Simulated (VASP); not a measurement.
Write the native input for VASP 6.6.1 that does the following.

- Task: single point
- Functional: PBEsol
- Potentials or basis: VASP PAW PBE potentials, release 64 (Pb_d)
- Cutoff: 520 eV
- k mesh: 16 × 16 × 16
- Occupations: gaussian, width 0.15 eV
- Spin: no spin polarisation
- Dipole correction: no
- Further INCAR settings: ALGO = Normal; EDIFF = 1e-07; NBANDS = 13

The structure of Pb lies in POSCAR:

```
Pb
1.0
    0.0000000000      2.5315450000      2.5315450000
    2.5315450000      0.0000000000      2.5315450000
    2.5315450000      2.5315450000      0.0000000000
Pb
1
Direct
    0.0000000000      0.0000000000      0.0000000000
```

This cell differs from its parent crystal: strain +0.025 along x and y, +0.025 along z.

These files were run (other wordings do the same):

INCAR

```
ALGO = Normal
EDIFF = 1E-7
ENCUT = 520
GGA = PS
ISIF = 2
ISMEAR = 0
LASPH = True
LCHARG = False
LREAL = False
LWAVE = False
NBANDS = 13
NELM = 80
PREC = Accurate
SIGMA = 0.15
```

KPOINTS

```
k-points
0
Gamma
  16 16 16
```

Potentials or basis: VASP PAW PBE potentials, release 64 (Pb_d).

Command:

```sh
$ cat potpaw_PBE.64/Pb_d/POTCAR > POTCAR
$ mpirun -np 1 vasp_std > vasp.out
```

It gave:

```yaml
Pressure: -3.2 GPa
Band_gap_on_the_k_mesh: zero (band 7 reaches 13.26 eV, above the bottom of band 8 at 4.82 eV)
```

Caveat: the cell differs from its parent crystal (strain +0.025 along x and y, +0.025 along z); the PAW data sets were made with another functional, which shifts forces and pressure a little; spin-orbit coupling is left out, which moves the levels of the heavy elements.

It took 32 s on 1 thread of Intel(R) Xeon(R) 6975P-C (Granite Rapids), on a shared host, peak memory 0.19 GiB.
